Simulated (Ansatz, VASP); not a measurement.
# Two plane-wave programs on Ta2N

The input INCAR:

```
SYSTEM = Ta2N
ALGO = Normal ; EDIFF = 1E-6
ENCUT = 520 ; GGA = PS
ISIF = 2 ; ISMEAR = -1
LASPH = .TRUE. ; LCHARG = .TRUE.
LELF = .TRUE. ; LREAL = .FALSE.
LVHAR = .TRUE. ; LWAVE = .FALSE.
NBANDS = 20 ; NELM = 80
PREC = Accurate ; SIGMA = 0.02
```

The input KPOINTS:

```
k-points
0
G
  15 15 9
  0 0 0
```

File POSCAR:

```
Ta2N
1.0
    3.1128615060      0.0000000000      0.0000000000
   -1.5564307530      2.6958171426      0.0000000000
    0.0000000000      0.0000000000      4.8698410000
Ta N
2 1
Direct
    0.3333333333      0.6666666667      0.2752455513
    0.6666666667      0.3333333333      0.7452890000
    0.0000000000      0.0000000000      0.0000000000
```

Input for Ansatz:

```yaml
crystal:
  lattice:
    - [3.112861506, 0.0, 0.0]
    - [-1.556430753, 2.6958171426, 0.0]
    - [0.0, 0.0, 4.869841]
  atoms:
    - { symbol: Ta, position: [0.3333333333, 0.6666666667, 0.2752455513] }
    - { symbol: Ta, position: [0.6666666667, 0.3333333333, 0.745289] }
    - { symbol: "N", position: [0.0, 0.0, 0.0] }
hamiltonian:
  xc: pbesol
kpoints:
  mp_grid: { grid: [15, 15, 9] }
scf:
  occupations: { method: fermi_dirac, width: 0.02 }
  convergence: { dr2_threshold: 1.0e-09 }
basis:
  ecutwfc: 600
output:
  forces: true
  stress: true
```

Alike in both runs: task single point; functional PBEsol; k mesh 15 × 15 × 9; occupations fermi-dirac, width 0.02 eV; no spin polarisation.

|  | VASP | Ansatz |
| --- | --- | --- |
| version | VASP 6.6.1 | Ansatz 0.2.0 |
| potentials or method | VASP PAW PBE potentials, release 64 (Ta_pv, N), cutoff 520 eV | scalar-relativistic, plane waves, PAW |
| valence electrons in the cell | 27 | 31 |

|  | VASP | Ansatz | Ansatz less VASP |
| --- | --- | --- | --- |
| pressure (GPa) | -9.8 | -10.3 | -0.42 |
| traceless stress, the component that is largest in VASP (GPa) | 2.39 | 2.44 | +0.047 |
| rms of the force components (eV/Å) | 0.749 | 0.770 | +0.0210 |

VASP's potentials were made for PBE, not for PBEsol. Atom by atom the forces differ by 0.023 eV/Å (rms over components). VASP's potentials hold 27 valence electrons a cell and Ansatz's 31, so a difference there can come from the potentials and not from the codes. Ansatz's warnings: stress scf threshold loose.

Spin-orbit coupling is off throughout.
